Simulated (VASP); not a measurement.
# TiPd (Pm-3m) in VASP: notebook

The runs below take TiPd through single point, relaxation of cell and atoms, with LDA.

Program: VASP 6.6.1. These are calculated values, not measurements. Logs are shortened: lines on timing, memory, paths and dates and some standing lists are left out, and cuts for length are marked.

## 1. The cell of the first run

The structure is cubic, space group Pm-3m (No. 221). Conventional cell: a = 3.105 Å, b = 3.105 Å, c = 3.105 Å, α = 90.00°, β = 90.00°, γ = 90.00°. Ti (site symmetry m-3m) has 8 Pd at 2.69 Å and 6 Ti at 3.10 Å within 3.5 Å. Pd (site symmetry m-3m) has 8 Ti at 2.69 Å and 6 Pd at 3.10 Å within 3.5 Å.

## 2. Single point, LDA

Input file INCAR:

```
PREC = Accurate
ENCUT = 520
EDIFF = 1E-7
ISMEAR = -1
SIGMA = 0.15
LREAL = F
LASPH = T
NELM = 100
ALGO = Normal
ISIF = 2
LWAVE = F
LCHARG = T
LELF = T
LVHAR = T
NBANDS = 18
```

Input file KPOINTS:

```
Automatic mesh
0
Gamma
  14 14 14
```

Input file POSCAR:

```
TiPd
1.0
    3.1045293033      0.0000000000      0.0000000000
    0.0000000000      3.1045293033      0.0000000000
    0.0000000000      0.0000000000      3.1045293033
Ti Pd
1 1
Direct
    0.5000000000      0.5000000000      0.5000000000
    0.0000000000      0.0000000000      0.0000000000
```

Potentials or basis: VASP PAW LDA potentials, release 64 (Ti_sv, Pd).

Started as:

```console
$ cat potpaw_LDA.64/Ti_sv/POTCAR potpaw_LDA.64/Pd/POTCAR > POTCAR
$ mpirun -np 1 vasp_std > vasp.out
```

OUTCAR:

```text
PREC = Accurate
   ENCUT = 520
   EDIFF = 1E-7
   ISMEAR = -1
   LREAL = F
   LASPH = T
   NELM = 100
   ISIF = 2

 ion  position               nearest neighbor table
   1  0.500  0.500  0.500-   2 2.69   2 2.69   2 2.69   2 2.69   2 2.69   2 2.69   2 2.69   2 2.69

   2  0.000  0.000  0.000-   1 2.69   1 2.69   1 2.69   1 2.69   1 2.69   1 2.69   1 2.69   1 2.69

  LATTYP: Found a simple cubic cell.
 ALAT       =     3.1045293033

  Lattice vectors:

 A1 = (   3.1045293033,   0.0000000000,   0.0000000000)
 A2 = (   0.0000000000,   3.1045293033,   0.0000000000)
 A3 = (   0.0000000000,   0.0000000000,   3.1045293033)

Analysis of symmetry for initial positions (statically):
=====================================================================
 Subroutine PRICEL returns:
 Original cell was already a primitive cell.

 Routine SETGRP: Setting up the symmetry group for a
 simple cubic supercell.

 Subroutine GETGRP returns: Found 48 space group operations
 (whereof 48 operations were pure point group operations)
 out of a pool of 48 trial point group operations.

The static configuration has the point symmetry O_h .

Analysis of symmetry for dynamics (positions and initial velocities):
=====================================================================
 Subroutine PRICEL returns:
 Original cell was already a primitive cell.

 Routine SETGRP: Setting up the symmetry group for a
 simple cubic supercell.

 Subroutine GETGRP returns: Found 48 space group operations
 (whereof 48 operations were pure point group operations)
 out of a pool of 48 trial point group operations.

The dynamic configuration has the point symmetry O_h .

 Subroutine INISYM returns: Found 48 space group operations
 (whereof 48 operations are pure point group operations),
 and found     1 'primitive' translations

----------------------------------------------------------------------------------------

                                     Primitive cell

  volume of cell :      29.9218

  direct lattice vectors                    reciprocal lattice vectors
     3.104529303  0.000000000  0.000000000     0.322110021  0.000000000  0.000000000
[... 74 lines left out ...]
   NGX,Y,Z   is equivalent  to a cutoff of  12.85, 12.85, 12.85 a.u.
   NGXF,Y,Z  is equivalent  to a cutoff of  25.70, 25.70, 25.70 a.u.
 SYSTEM =  unknown system
   PREC   = accura    normal or accurate (medium, high low for compatibility)
   ISTART =      0    job   : 0-new  1-cont  2-samecut
   ICHARG =      2    charge: 1-file 2-atom 10-const
   ISPIN  =      1    spin polarized calculation?
   LNONCOLLINEAR =      F non collinear calculations
   LSORBIT =      F    spin-orbit coupling
   LASPH  =      T    aspherical Exc in radial PAW
   ENCUT  =  520.0 eV  38.22 Ry    6.18 a.u.   5.77  5.77  5.77*2*pi/ulx,y,z
   NELM   =    100;   NELMIN=  2; NELMDL= -5     # of ELM steps
   EDIFF  = 0.1E-06   stopping-criterion for ELM
   LREAL  =      F    real-space projection
   EDIFFG = 0.1E-05   stopping-criterion for IOM
   NSW    =      0    number of steps for IOM
   IBRION =     -1    ionic relax: 0-MD 1-quasi-New 2-CG
   NFREE  =      0    steps in history (QN), initial steepest desc. (CG)
   ISIF   =      2    stress and relaxation
   ISYM   =      2    0-nonsym 1-usesym 2-fastsym
   POTIM  = 0.5000    time-step for ionic-motion
   TEBEG  =    0.0;   TEEND  =   0.0 temperature during run
   PSTRESS=    0.0 pullay stress
   NELECT =      22.0000    total number of electrons
   NUPDOWN=      -1.0000    fix difference up-down
   EMIN   =  10.00;   EMAX   =-10.00  energy-range for DOS
   EFERMI =   0.00;   METHOD = LEGACY
   ISMEAR =    -1;   SIGMA  =   0.15  broadening in eV -4-tet -1-fermi 0-gaus
   EFERMI_NEDOS =   21; number of points for ismear=-14 and -15
   IALGO  =     38    algorithm
   IMIX   =      4    mixing-type and parameters
     AMIX     =   0.40;   BMIX     =  1.00
     AMIX_MAG =   1.60;   BMIX_MAG =  1.00
  volume/ion in A,a.u.               =      14.96       100.96
  Fermi-wavevector in a.u.,A,eV,Ry     =   1.477588  2.792236 29.705133  2.183266
  Thomas-Fermi vector in A             =   2.591973
   LORBIT       =      0    0 simple, 1 ext, 2 COOP (PROOUT), +10 PAW based schemes
   GGA     = CA    functional components
   LHFCALC =     F    Hartree Fock is set to
   AEXX    =    0.0000 exact exchange contribution
   IVDW    =     0    specifies the selected vdW correction
   LEPSILON=     F    determine dielectric tensor
   LRPA    =     F    only Hartree local field effects (RPA)
 non-spin polarized calculation
  energy-cutoff  :      520.00
  volume of cell :       29.92
 maximum number of plane-waves:       840
 NGX is ok and might be reduce to    24
   NGX = 11   NGY = 11   NGZ = 11

 number of electron      22.0000007 magnetization

 Free energy of the ion-electron system (eV)
  ---------------------------------------------------
  ext. energy  EPLUGINS =         0.00000000
  ---------------------------------------------------
  free energy    TOTEN  =       -16.12202363 eV

  energy without entropy =      -15.90925887  energy(sigma->0) =      -16.01564125

 E-fermi :  10.4374     XC(G=0): -12.9874

 val. band max:       10.4324142066   @ k =   0.3571   0.3571   0.1429
 cond. band min:      10.4374381132   @ k =   0.3571   0.2857   0.2857
 fundamental gap:      0.0050239065
 Fermi energy:        10.4373576201

 k-point     1 :       0.0000    0.0000    0.0000
  band No.  band energies     occupation
      1     -46.2347      2.00000
      2     -22.7646      2.00000
      3     -22.7646      2.00000
      4     -22.7646      2.00000
      5       2.7940      2.00000
      6       4.8471      2.00000
[... 481 lines left out ...]
      5       4.9842      2.00000
      6       5.5812      2.00000
[... 10 lines left out ...]
     17      19.8200      0.00000
     18      23.9455      0.00000

 [... further k-points ...]
[... 5 lines left out ...]
  --------------------------------------------------------------------------------------
  -------------------------------------------------------------------------------------
  Total        0.0621088      0.0621088      0.0621088      0.0000000      0.0000000     -0.0000000
  in kB        3.3256515      3.3256515      3.3256515      0.0000000      0.0000000     -0.0000000
  external PRESSURE =       3.3256515 kB  Pullay stress =       0.0000000 kB

 VOLUME and BASIS-vectors are now :
 -----------------------------------------------------------------------------
  energy-cutoff  :      520.00
  volume of cell :       29.92
      direct lattice vectors                 reciprocal lattice vectors
     3.104529303  0.000000000  0.000000000     0.322110021  0.000000000  0.000000000
     0.000000000  3.104529303  0.000000000     0.000000000  0.322110021  0.000000000
     0.000000000  0.000000000  3.104529303     0.000000000  0.000000000  0.322110021

 POSITION                                       TOTAL-FORCE (eV/Angst)
 -----------------------------------------------------------------------------------
      1.55226      1.55226      1.55226         0.000000      0.000000      0.000000
      0.00000      0.00000      0.00000         0.000000      0.000000      0.000000
 -----------------------------------------------------------------------------------
    total drift:                                0.000000      0.000000     -0.000000

  FREE ENERGIE OF THE ION-ELECTRON SYSTEM (eV)
  ---------------------------------------------------
  free  energy   TOTEN  =       -16.1220236259 eV

  energy  without entropy=      -15.9092588651  energy(sigma->0) =      -16.01564125
```

It took 22 s on 1 thread of Intel Xeon Platinum 8559C (Emerald Rapids), shared host; peak memory 0.18 GiB.

What came out:

```yaml
Free_energy: -16.1220 eV
Pressure: 0.3 GPa
Band_gap_on_the_k_mesh: zero (bands 11 and 12 overlap by 2.41 eV)
```

## 3. Relaxation of cell and atoms, LDA

This run uses another cell than the first one, of 14.91 Å³/atom.

Input file INCAR:

```
SYSTEM = TiPd
PREC     = Accurate       ! precision mode
ENCUT    = 600            ! plane-wave cutoff, eV
EDIFF    = 1E-6           ! SCF threshold, eV
ISMEAR   = -1             ! smearing method
SIGMA    = 0.15           ! smearing width, eV
LREAL    = .False.        ! projectors in reciprocal space
LASPH    = .True.         ! aspherical terms in the spheres
NELM     = 100            ! most SCF steps
ALGO     = Normal         ! electronic algorithm
ISIF     = 3              ! what is computed and relaxed
LWAVE    = .False.        ! write WAVECAR
LCHARG   = .False.        ! write CHGCAR
GGA      = CA             ! functional
IBRION   = 2              ! ionic algorithm
NSW      = 80             ! ionic steps
EDIFFG   = -0.001         ! ionic threshold
```

Input file KPOINTS:

```
Automatic mesh
0
Gamma
  14 14 14
  0 0 0
```

Input file POSCAR:

```
TiPd
1.0
    3.1013405632      0.0000000000      0.0000000000
    0.0000000000      3.1013405632      0.0000000000
    0.0000000000      0.0000000000      3.1013405632
Ti Pd
1 1
Direct
    0.5000000000      0.5000000000      0.5000000000
    0.0000000000      0.0000000000      0.0000000000
```

Potentials or basis: VASP PAW LDA potentials, release 64 (Ti_sv, Pd).

Started as:

```console
$ cat potpaw_LDA.64/Ti_sv/POTCAR potpaw_LDA.64/Pd/POTCAR > POTCAR
$ mpirun -np 1 vasp_std > vasp.out
```

It took 2 min on 1 thread of Intel Xeon Platinum 8559C (Emerald Rapids), shared host; peak memory 0.2 GiB.

It converged, with:

| Item | Value |
| --- | --- |
| Free energy | -16.1217 eV |
| Relaxed volume | 14.99 Å³/atom |
| Relaxed cell | a = 3.106 Å, b = 3.106 Å, c = 3.106 Å, α = 90.00°, β = 90.00°, γ = 90.00° |
| Space group after relaxing (to 0.1 Å) | Pm-3m (No. 221) |
| Energy gained by relaxing | 0.2 meV/atom |
| Ionic steps | 9 |
| Pressure after relaxing | 0.0 GPa |
| Band gap on the k mesh | zero (bands 11 and 12 overlap by 2.41 eV) |

Step by step:
```csv
step,energy change (eV),largest force (eV/Å),pressure (GPa),volume (Å³)
1,0.0000,0.0000,0.75,29.83
2,0.0001,0.0000,-0.90,30.13
3,-0.0004,0.0000,-0.05,29.97
4,-0.0004,0.0000,0.01,29.96
5,-0.0004,0.0000,0.03,29.97
6,-0.0004,0.0000,0.03,29.97
7,-0.0004,0.0000,0.02,29.97
8,-0.0004,0.0000,0.02,29.97
9,-0.0004,0.0000,0.01,29.97
```

Final structure:
```yaml
crystal:
  lattice:
    - [3.10624, 0.00000, 0.00000]
    - [0.00000, 3.10624, 0.00000]
    - [0.00000, 0.00000, 3.10624]
  atoms:
    - { symbol: Ti, position: [0.50000, 0.50000, 0.50000] }
    - { symbol: Pd, position: [0.00000, 0.00000, 0.00000] }
```

Levels at points of the mesh, in eV from the Fermi level:
| k point | band 7 | band 8 | band 9 | band 10 | band 11 | band 12 | band 13 | band 14 | band 15 |
| --- | --- | --- | --- | --- | --- | --- | --- | --- | --- |
| (0.00, 0.00, 0.00) | -5.58 | -3.24 | -3.24 | -3.24 | 0.51 | 0.51 | 2.36 | 2.36 | 2.36 |
| (0.50, 0.00, 0.00) | -3.62 | -3.56 | -3.56 | -2.81 | -0.98 | -0.49 | 0.38 | 0.38 | 1.66 |
| (0.50, 0.50, 0.00) | -4.28 | -4.28 | -2.03 | -0.74 | 0.56 | 0.56 | 0.97 | 2.42 | 2.42 |
| (0.50, 0.50, 0.50) | -4.67 | -1.98 | -1.98 | -1.84 | -1.84 | -1.84 | 2.55 | 2.55 | 7.18 |
